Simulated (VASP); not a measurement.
Input of a VASP 6.6.1 run:

File POSCAR:

```
Ir
1.0
    2.7513778946      0.0000000000      0.0000000000
   -1.3756889473      2.3827631521      0.0000000000
    0.0000000000      0.0000000000      4.4622900000
Ir
2
Direct
    0.3333333333      0.6666666667      0.2500000000
    0.6666666667      0.3333333333      0.7500000000
```

INCAR.step1

```
SYSTEM = Ir
ALGO = Normal
EDIFF = 1E-5
ENCUT = 520
GGA = PE
ISIF = 2
ISMEAR = -1
LASPH = .TRUE.
LCHARG = .FALSE.
LREAL = .FALSE.
LWAVE = .TRUE.
NBANDS = 16
NELM = 100
PREC = Accurate
SIGMA = 0.05
```

INCAR.step2

```
SYSTEM = Ir
AEXX = 0.25
ALGO = Normal
EDIFF = 1E-7
ENCUT = 520
GGA = PE
ISIF = 2
ISMEAR = -1
ISTART = 1
LASPH = .TRUE.
LCHARG = .FALSE.
LHFCALC = .TRUE.
LREAL = .FALSE.
LWAVE = .FALSE.
NBANDS = 16
NELM = 100
PREC = Accurate
PRECFOCK = Normal
SIGMA = 0.05
```

Contents of KPOINTS:

```
k-points
0
G
  6 6 4
  0 0 0
```

Potentials or basis: VASP PAW PBE potentials, release 64 (Ir).

Run with:

```console
$ cat potpaw_PBE.64/Ir/POTCAR > POTCAR
$ cp INCAR.step1 INCAR
$ mpirun -np 1 vasp_std > vasp.out
$ cp INCAR.step2 INCAR
$ mpirun -np 1 vasp_std > vasp.out
```

Q: Estimate the pressure.

A: -13.1 GPa.

Q: Estimate the band gap on the k mesh.

A: Zero (band 9 reaches 11.01 eV, above the bottom of band 10 at 6.47 eV).

Stress tensor (GPa, compression positive):
```
-10.60   0.00   0.00
  0.00 -10.60   0.00
  0.00   0.00 -18.12
```

Caveat: the k points lie up to 0.44 Å⁻¹ apart; the PAW data sets were made with another functional, which shifts forces and pressure a little; spin-orbit coupling is left out, which moves the levels of the heavy elements.
